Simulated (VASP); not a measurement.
Wanted: the native input for a VASP 6.6.1 run.

- Task: single point
- Functional: PBE
- Potentials or basis: VASP PAW PBE potentials, release 64 (Re, Bi_d)
- Cutoff: 520 eV
- k mesh: 11 × 11 × 11
- Occupations: fermi-dirac, width 0.1 eV
- Spin: no spin polarisation
- Dipole correction: no
- Further INCAR settings: ALGO = Normal; EDIFF = 1e-06; NBANDS = 18

The structure of ReBi (zincblende type) lies in POSCAR:

```
ReBi
1.0
    0.0000000000      2.9829166390      2.9829166390
    2.9829166390      0.0000000000      2.9829166390
    2.9829166390      2.9829166390      0.0000000000
Re Bi
1 1
Direct
    0.0000000000      0.0000000000      0.0000000000
    0.2500000000      0.2500000000      0.2500000000
```

One way to write it, as run:

INCAR

```
SYSTEM = ReBi
ALGO = Normal
EDIFF = 1E-6
ENCUT = 520
GGA = PE
ISIF = 2
ISMEAR = -1
LASPH = .True.
LCHARG = .False.
LREAL = .False.
LWAVE = .False.
NBANDS = 18
NELM = 80
PREC = Accurate
SIGMA = 0.1
```

KPOINTS

```
k-points
0
Gamma
  11 11 11
  0 0 0
```

Potentials or basis: VASP PAW PBE potentials, release 64 (Re, Bi_d).

Run with:

```bash
$ cat potpaw_PBE.64/Re/POTCAR potpaw_PBE.64/Bi_d/POTCAR > POTCAR
$ mpirun -np 1 vasp_std > vasp.out
```

It gave:

```json
{
  "Pressure": "14.0 GPa"
}
```

Caveat: the cell stands under pressure.

Wall time 53 s on 1 thread of Intel(R) Xeon(R) Platinum 8488C (Sapphire Rapids), on a shared host, peak memory 0.21 GiB.
